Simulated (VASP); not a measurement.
LiCl: single point with r2SCAN

LiCl:

```xyz
2
Lattice="0.0000 2.5205 2.5205 2.5205 0.0000 2.5205 2.5205 2.5205 0.0000" Properties=species:S:1:pos:R:3 pbc="T T T"
Li    0.0000    0.0000    0.0000
Cl    2.5205    2.5205    2.5205
```

This cell differs from its parent crystal: strain -1.4%.

* Program: VASP 6.6.1
* Task: single point
* Functional: r2SCAN
* Potentials or basis: VASP PAW PBE potentials, release 64 (Li_sv, Cl)
* Cutoff: 520 eV
* k mesh: 8 × 8 × 8
* Occupations: gaussian, width 0.01 eV
* Spin: no spin polarisation

```yaml
Band_gap_on_the_k_mesh: 7.60 eV (least direct gap 7.65 eV)
```

Levels at points of the mesh, in eV from the valence-band top:
```tsv
k point	band 1	band 2	band 3	band 4	band 5	band 6	band 7	band 8	band 9	band 10
(0.00, 0.00, 0.00)	-44.75	-14.18	0.00	0.00	0.00	7.65	12.70	12.70	12.70	15.52
(0.50, 0.00, 0.00)	-44.75	-13.52	-3.06	-0.30	-0.30	7.60	10.33	10.33	14.81	18.26
(0.50, 0.50, 0.00)	-44.75	-13.23	-3.18	-1.23	-1.23	8.85	8.91	14.07	15.87	15.87
```

Run time: 52 s on 1 thread of Intel(R) Xeon(R) Platinum 8259CL CPU @ 2.50GHz (Skylake/Cascade Lake), on a shared host, peak memory 0.15 GiB.

Caveat: the cell differs from its parent crystal (strain -1.4%). A k mesh can miss the band edges.
